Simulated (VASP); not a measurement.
Runs of VASP 6.6.1 on C. The structure is that of space group I-4m2 (No. 119), or close to it. The cells are those of the table. 

| task | spin | cell | k mesh | cutoff (eV) | gap on the mesh (eV) | pressure (GPa) | largest force (eV/Å) |
| --- | --- | --- | --- | --- | --- | --- | --- |
| single point | off | a = 3.498 Å, angles 138.9, 138.9, 59.5°, 3 atoms | 10 × 10 × 10 | 520 | none | (a) | 3.62 |
| single point | off | a = 3.658 Å, angles 140.7, 140.7, 56.8°, 3 atoms | 10 × 10 × 10 | 520 | none | 0.6 | 0.01 |
| single point | collinear, ferromagnetic start | a = 3.658 Å, angles 140.7, 140.7, 56.8°, 3 atoms | 10 × 10 × 10 | 520 | none | 0.6 | 0.01 |
| single point | off | a = 3.659 Å, angles 140.7, 140.7, 56.8°, 3 atoms | 26 × 26 × 26 | 520 | none | 0.6 | - |
| relaxation of cell and atoms | off | relaxed from a = 3.498 Å, angles 138.9, 138.9, 59.5°, 3 atoms | 10 × 10 × 10 | 600 | none | -0.2 | 0.04 |

Alike in all rows: level PBE; potentials or basis VASP PAW PBE potentials, release 64 (C); smearing gaussian 0.1 eV.

Q: Fill in the values left out.

A: (a) 36.0.

Caveats: some runs use coarse meshes; forces of over 1 eV/Å act on the atoms, so gaps and moduli don't describe the material at rest (some runs).

A gap of «none» marks levels without a gap at the run's occupations.
